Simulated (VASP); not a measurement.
# Hf (P6_3/mmc) in VASP: a series of runs, part 2 of 2

VASP 6.6.1. The steps go on from the part before.

### 5 Single point, RPBE (volume scaled by 1.04)

Input file INCAR:

```
  PREC = Accurate
  ENCUT = 520
  EDIFF = 1E-6
  ISMEAR = -1
  SIGMA = 0.1
  LREAL = False
  LASPH = True
  NELM = 80
  ALGO = Normal
  ISIF = 2
  LWAVE = False
  LCHARG = False
  GGA = RP
  NBANDS = 17
```

Input file KPOINTS:

```
Automatic mesh
0
Gamma
  18 18 10
```

Input file POSCAR:

```
Hf
1.0
    3.2758023758      0.0000000000      0.0000000000
   -1.6379011879      2.8369280752      0.0000000000
    0.0000000000      0.0000000000      5.1851598256
Hf
2
Direct
    0.3333333333      0.6666666667      0.2500000000
    0.6666666667      0.3333333333      0.7500000000
```

Potentials or basis: VASP PAW PBE potentials, release 64 (Hf_pv).

Started as:

```sh
cat potpaw_PBE.64/Hf_pv/POTCAR > POTCAR
mpirun -np 1 vasp_std > vasp.out
```

OUTCAR:

```text
PREC = Accurate
   ENCUT = 520
   EDIFF = 1E-6
   ISMEAR = -1
   LREAL = False
   LASPH = True
   NELM = 80
   ISIF = 2
   GGA = RP

 ion  position               nearest neighbor table
   1  0.333  0.667  0.250-   2 3.21   2 3.21   2 3.21   2 3.21   2 3.21   2 3.21
   2  0.667  0.333  0.750-   1 3.21   1 3.21   1 3.21   1 3.21   1 3.21   1 3.21

  LATTYP: Found a hexagonal cell.
 ALAT       =     3.2758023758
 C/A-ratio  =     1.5828671058

  Lattice vectors:

 A1 = (   3.2758023758,   0.0000000000,   0.0000000000)
 A2 = (  -1.6379011879,   2.8369280752,   0.0000000000)
 A3 = (   0.0000000000,   0.0000000000,   5.1851598256)

Analysis of symmetry for initial positions (statically):
=====================================================================
 Subroutine PRICEL returns:
 Original cell was already a primitive cell.

 Routine SETGRP: Setting up the symmetry group for a
 hexagonal supercell.

 Subroutine GETGRP returns: Found 24 space group operations
 (whereof 12 operations were pure point group operations)
 out of a pool of 24 trial point group operations.

The static configuration has the point symmetry D_3d.
 The point group associated with its full space group is D_6h.

Analysis of symmetry for dynamics (positions and initial velocities):
=====================================================================
 Subroutine PRICEL returns:
 Original cell was already a primitive cell.

 Routine SETGRP: Setting up the symmetry group for a
 hexagonal supercell.

 Subroutine GETGRP returns: Found 24 space group operations
 (whereof 12 operations were pure point group operations)
 out of a pool of 24 trial point group operations.

The dynamic configuration has the point symmetry D_3d.
 The point group associated with its full space group is D_6h.

 Subroutine INISYM returns: Found 24 space group operations
 (whereof 12 operations are pure point group operations),
 and found     1 'primitive' translations

[... 103 lines left out ...]
   TEBEG  =    0.0;   TEEND  =   0.0 temperature during run
   PSTRESS=    0.0 pullay stress
   NELECT =      20.0000    total number of electrons
   NUPDOWN=      -1.0000    fix difference up-down
   EMIN   =  10.00;   EMAX   =-10.00  energy-range for DOS
   EFERMI =   0.00;   METHOD = LEGACY
   ISMEAR =    -1;   SIGMA  =   0.10  broadening in eV -4-tet -1-fermi 0-gaus
   EFERMI_NEDOS =   21; number of points for ismear=-14 and -15
   IALGO  =     38    algorithm
   IMIX   =      4    mixing-type and parameters
     AMIX     =   0.40;   BMIX     =  1.00
     AMIX_MAG =   1.60;   BMIX_MAG =  1.00
  volume/ion in A,a.u.               =      24.09       162.59
  Fermi-wavevector in a.u.,A,eV,Ry     =   1.221168  2.307673 20.289708  1.491251
  Thomas-Fermi vector in A             =   2.356360
   LORBIT       =      0    0 simple, 1 ext, 2 COOP (PROOUT), +10 PAW based schemes
   GGA     = RP    functional components
   LHFCALC =     F    Hartree Fock is set to
   AEXX    =    0.0000 exact exchange contribution
   IVDW    =     0    specifies the selected vdW correction
   LEPSILON=     F    determine dielectric tensor
   LRPA    =     F    only Hartree local field effects (RPA)
 non-spin polarized calculation
  energy-cutoff  :      520.00
  volume of cell :       48.19
 maximum number of plane-waves:      1314
   NGX = 13   NGY = 13   NGZ = 19

 number of electron      19.9999995 magnetization

 Free energy of the ion-electron system (eV)
  ---------------------------------------------------
  ext. energy  EPLUGINS =         0.00000000
  ---------------------------------------------------
  free energy    TOTEN  =       -19.01175677 eV

  energy without entropy =      -18.95303542  energy(sigma->0) =      -18.98239609

 E-fermi :   4.5127     XC(G=0): -10.8849

 val. band max:        4.5070112138   @ k =   0.2778   0.2778   0.4000
 cond. band min:       4.5135465157   @ k =   0.1667   0.0556   0.3000
 fundamental gap:      0.0065353019
 Fermi energy:         4.5126876516

 k-point     1 :       0.0000    0.0000    0.0000
  band No.  band energies     occupation
      1     -26.6668      2.00000
      2     -26.0953      2.00000
      3     -26.0953      2.00000
      4     -25.9997      2.00000
      5     -25.9955      2.00000
      6     -25.9955      2.00000
[... 457 lines left out ...]
      4     -26.2508      2.00000
      5     -26.1686      2.00000
      6     -26.0966      2.00000
[... 9 lines left out ...]
     16      10.2576      0.00000
     17      10.6976      0.00000

 [... further k-points ...]
[... 5 lines left out ...]
  --------------------------------------------------------------------------------------
  -------------------------------------------------------------------------------------
  Total       -1.2482193     -1.2482193     -1.3122453      0.0000000      0.0000000     -0.0000000
  in kB      -41.5024087    -41.5024087    -43.6312277      0.0000000      0.0000000     -0.0000000
  external PRESSURE =     -42.2120151 kB  Pullay stress =       0.0000000 kB

 VOLUME and BASIS-vectors are now :
 -----------------------------------------------------------------------------
  energy-cutoff  :      520.00
  volume of cell :       48.19
      direct lattice vectors                 reciprocal lattice vectors
     3.275802376  0.000000000  0.000000000     0.305268721  0.176246978  0.000000000
    -1.637901188  2.836928075  0.000000000     0.000000000  0.352493956  0.000000000
     0.000000000  0.000000000  5.185159826     0.000000000  0.000000000  0.192858086

 POSITION                                       TOTAL-FORCE (eV/Angst)
 -----------------------------------------------------------------------------------
     -0.00000      1.89129      1.29629        -0.000000      0.000000      0.000000
      1.63790      0.94564      3.88887         0.000000      0.000000      0.000000
 -----------------------------------------------------------------------------------
    total drift:                                0.000000     -0.000000      0.000000

  FREE ENERGIE OF THE ION-ELECTRON SYSTEM (eV)
  ---------------------------------------------------
  free  energy   TOTEN  =       -19.0117567693 eV

  energy  without entropy=      -18.9530354182  energy(sigma->0) =      -18.98239609
```

OSZICAR:

```text
N       E                     dE             d eps       ncg     rms          rms(c)
DAV:   1     0.504176511627E+02    0.50418E+02   -0.11333E+04  7580   0.110E+03
DAV:   2    -0.177671774218E+02   -0.68185E+02   -0.66514E+02  9831   0.246E+02
DAV:   3    -0.197373201074E+02   -0.19701E+01   -0.19463E+01  9702   0.274E+01
DAV:   4    -0.197550384633E+02   -0.17718E-01   -0.17701E-01  9727   0.315E+00
DAV:   5    -0.197552404081E+02   -0.20194E-03   -0.20190E-03  9951   0.293E-01    0.616E+01
DAV:   6    -0.192077177763E+02    0.54752E+00   -0.56164E-01  9075   0.479E+00    0.366E+01
DAV:   7    -0.190241215263E+02    0.18360E+00   -0.97104E-01  9218   0.602E+00    0.184E+00
DAV:   8    -0.190116808232E+02    0.12441E-01   -0.66690E-02  8819   0.162E+00    0.421E-01
DAV:   9    -0.190117706630E+02   -0.89840E-04   -0.12932E-03 10379   0.264E-01    0.202E-01
DAV:  10    -0.190117503569E+02    0.20306E-04   -0.86356E-05  9108   0.596E-02    0.268E-01
DAV:  11    -0.190117566631E+02   -0.63061E-05   -0.95684E-06  9562   0.247E-02    0.166E-02
DAV:  12    -0.190117567693E+02   -0.10623E-06   -0.47386E-07  5713   0.467E-03
   1 F= -.19011757E+02 E0= -.18982396E+02  d E =-.587214E-01
```

stdout:

```text
POSCAR found type information on POSCAR Hf
 POSCAR found :  1 types and       2 ions
 scaLAPACK will be used
 -----------------------------------------------------------------------------
|                                                                             |
|                                                                             |
|     You enforced a specific xc type in the INCAR file but a different       |
|     I HOPE YOU KNOW WHAT YOU ARE DOING!                                     |
|                                                                             |
 -----------------------------------------------------------------------------

 LDA part: xc-table for (Slater+PW92), standard interpolation
 POSCAR, INCAR and KPOINTS ok, starting setup
 FFT: planning ... GRIDC
 FFT: planning ... GRID_SOFT
 FFT: planning ... GRID
 WAVECAR not read
 entering main loop
```

It took 89 s on 1 thread of Intel Xeon 6975P-C, shared host; peak memory 0.28 GiB.

Results:

| Item | Value |
| --- | --- |
| Free energy | -19.0118 eV |
| Pressure | -4.2 GPa |
| Band gap on the k mesh | zero (band 10 reaches 5.70 eV, above the bottom of band 11 at 4.05 eV) |

Caveat: the PAW data sets were made with another functional, which shifts forces and pressure a little; spin-orbit coupling is left out, which moves the levels of the heavy elements.

### 6 Single point, RPBE (volume scaled by 1.08)

Input file INCAR:

```
SYSTEM = Hf
  ALGO = Normal
  EDIFF = 1E-6
  ENCUT = 520
  GGA = RP
  ISIF = 2
  ISMEAR = -1
  LASPH = .TRUE.
  LCHARG = .FALSE.
  LREAL = .FALSE.
  LWAVE = .FALSE.
  NBANDS = 17
  NELM = 60
  PREC = Accurate
  SIGMA = 0.1
```

Input file KPOINTS:

```
k-points
0
G
  18 18 10
  0 0 0
```

Input file POSCAR:

```
Hf
1.0
    3.3172726311      0.0000000000      0.0000000000
   -1.6586363156      2.8728423698      0.0000000000
    0.0000000000      0.0000000000      5.2508017285
Hf
2
Direct
    0.3333333333      0.6666666667      0.2500000000
    0.6666666667      0.3333333333      0.7500000000
```

Potentials or basis: VASP PAW PBE potentials, release 64 (Hf_pv).

Started as:

```sh
cat potpaw_PBE.64/Hf_pv/POTCAR > POTCAR
mpirun -np 1 vasp_std > vasp.out
```

Run time: 2.3 min. Hardware: 1 thread of Intel Xeon 6975P-C, shared host; peak memory 0.3 GiB.

The run converged. Its results:

```
Free energy            : -18.9448 eV
Pressure               : -7.3 GPa
Band gap on the k mesh : zero (band 10 reaches 5.44 eV, above the bottom of band 11 at 3.79 eV)
```

Stress tensor (GPa, compression positive):
```
-7.23  0.00  0.00
 0.00 -7.23  0.00
 0.00  0.00 -7.50
```

Levels at points of the mesh, in eV from the Fermi level:
| k point | band 8 | band 9 | band 10 | band 11 | band 12 | band 13 |
| --- | --- | --- | --- | --- | --- | --- |
| (0.00, 0.00, 0.00) | -3.37 | 0.28 | 1.17 | 1.17 | 1.40 | 1.87 |
| (0.50, 0.00, 0.00) | -2.37 | -1.89 | -0.94 | 0.75 | 0.83 | 1.50 |
| (0.00, 0.00, 0.50) | -5.20 | 0.19 | 0.19 | 1.07 | 1.07 | 1.07 |
| (0.50, 0.00, 0.50) | -3.06 | -0.82 | -0.82 | 0.86 | 0.86 | 2.43 |

Caveat: the PAW data sets were made with another functional, which shifts forces and pressure a little; spin-orbit coupling is left out, which moves the levels of the heavy elements.

### 7 Summary

| cell | gap on the mesh (eV) | pressure (GPa) |
| --- | --- | --- |
| a = 3.190, b = 3.190, c = 5.049 Å, angles 90.0, 90.0, 120.0°, 2 atoms | none | 3.9 |
| a = 3.233, b = 3.233, c = 5.118 Å, angles 90.0, 90.0, 120.0°, 2 atoms | none | -0.5 |
| a = 3.276, b = 3.276, c = 5.185 Å, angles 90.0, 90.0, 120.0°, 2 atoms | none | -4.2 |
| a = 3.317, b = 3.317, c = 5.251 Å, angles 90.0, 90.0, 120.0°, 2 atoms | none | -7.3 |

Alike in all rows: task single point; level RPBE; potentials or basis VASP PAW PBE potentials, release 64 (Hf_pv); no spin polarisation; k mesh 18 × 18 × 10; cutoff (eV) 520; smearing fermi-dirac 0.1 eV.

Caveats: the PAW data sets were made with another functional, which shifts forces and pressure a little; spin-orbit coupling is left out, which moves the levels of the heavy elements.

Absolute energies hang on the potentials; compare differences alone.
